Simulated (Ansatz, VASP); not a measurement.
# AgCl in VASP and in Ansatz

Contents of POSCAR:

```
AgCl
1.0
    0.0000000000      2.7315527500      2.8563445000
    2.7315527500      0.0000000000      2.8563445000
    2.7315527500      2.7315527500      0.0000000000
Ag Cl
1 1
Direct
    0.5000000000      0.5000000000      0.5000000000
    0.0000000000      0.0000000000      0.0000000000
```

File INCAR.step1:

```
PREC = Accurate
ENCUT = 520
ISMEAR = 0
SIGMA = 0.05
LREAL = False
LASPH = True
NELM = 60
NBANDS = 16
GGA = PE
ALGO = Normal
EDIFF = 1E-4
LWAVE = True
LCHARG = False
```

File INCAR.step2:

```
PREC = Accurate
ENCUT = 520
EDIFF = 1E-6
ISMEAR = 0
SIGMA = 0.05
LREAL = False
LASPH = True
NELM = 60
ALGO = Normal
ISIF = 2
LWAVE = False
LCHARG = False
METAGGA = R2SCAN
LMIXTAU = True
NBANDS = 16
ISTART = 1
```

Contents of KPOINTS:

```
Automatic mesh
0
Gamma
  8 8 8
```

Input for Ansatz:

```yaml
crystal:
  lattice:
    - [0.0, 2.73155275, 2.8563445]
    - [2.73155275, 0.0, 2.8563445]
    - [2.73155275, 2.73155275, 0.0]
  atoms:
    - { symbol: Ag, position: [0.5, 0.5, 0.5] }
    - { symbol: Cl, position: [0.0, 0.0, 0.0] }
basis:
  ecutwfc: 500
kpoints:
  mp_grid: { grid: [8, 8, 8] }
hamiltonian:
  xc: r2scan
scf:
  occupations: { method: gaussian, width: 0.05 }
output:
  forces: true
  stress: true
  eigenvalues: true
```

Change from the starting cell: strain -0.015 along x and y, +0.030 along z, atoms carried along.

Alike in both runs: task single point; functional r2SCAN; k mesh 8 × 8 × 8; occupations gaussian, width 0.05 eV; no spin polarisation.

```csv
,VASP,Ansatz
version,VASP 6.6.1,Ansatz 0.2.0
potentials or method,"VASP PAW PBE potentials, release 64 (Ag, Cl), cutoff 520 eV","scalar-relativistic, plane waves, PAW"
valence electrons in the cell,18,26
```

VASP gave:

```
gap on the k mesh at the Fermi level (eV)                     : 1.28
least direct gap on the mesh (eV)                             : 3.70
pressure (GPa)                                                : 0.1
traceless stress, the component that is largest in VASP (GPa) : -0.88
```

Q: Which values does Ansatz return?

A: gap on the k mesh at the Fermi level (eV): 1.34; least direct gap on the mesh (eV): 3.75; pressure (GPa): 0.2; traceless stress, the component that is largest in VASP (GPa): -0.89.

VASP's potentials were made for PBE, not for r2SCAN. VASP's potentials hold 18 valence electrons a cell and Ansatz's 26, so a difference there can come from the potentials and not from the codes.
